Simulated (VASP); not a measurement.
Wanted: the native input for a VASP 6.6.1 run.

| Property | Result |
| --- | --- |
| Task | single point |
| Functional | PBE |
| Potentials or basis | VASP PAW PBE potentials, release 64 (K_sv, Cl) |
| Cutoff | 500 eV |
| k mesh | 7 × 7 × 7 |
| Occupations | fermi-dirac, width 0.02 eV |
| Spin | no spin polarisation |
| Dipole correction | no |
| Further INCAR settings | ALGO = Normal; EDIFF = 1e-06; NBANDS = 15 |

The structure of KCl lies in POSCAR:

```
KCl
1.0
    3.6460731784      0.0000000000      0.0000000000
    0.0000000000      3.6460731784      0.0000000000
    0.0000000000      0.0000000000      3.6460731784
K Cl
1 1
Direct
    0.0000000000      0.0000000000      0.0000000000
    0.5000000000      0.5000000000      0.5000000000
```

These files were run (other wordings do the same):

INCAR

```
ALGO = Normal ; EDIFF = 1E-6
ENCUT = 500 ; GGA = PE
GGA_COMPAT = False ; ISIF = 2
ISMEAR = -1 ; LASPH = True
LCHARG = False ; LREAL = False
LWAVE = False ; NBANDS = 15
NELM = 120 ; PREC = Accurate
SIGMA = 0.02
```

KPOINTS

```
k-points
0
Gamma
  7 7 7
```

Potentials or basis: VASP PAW PBE potentials, release 64 (K_sv, Cl).

Command:

```sh
$ cat potpaw_PBE.64/K_sv/POTCAR potpaw_PBE.64/Cl/POTCAR > POTCAR
$ mpirun -np 1 vasp_std > vasp.out
```

Results of the run:

```
Pressure               : 4.1 GPa
Band gap on the k mesh : 5.56 eV (least direct gap 5.76 eV)
```

Caveat: the cell stands under pressure; an odd mesh through Γ misses points on the zone boundary, where band edges can lie.

Run time: 14 s on 1 thread of Intel Xeon 8259CL, with other jobs on the host, peak memory 0.13 GiB.
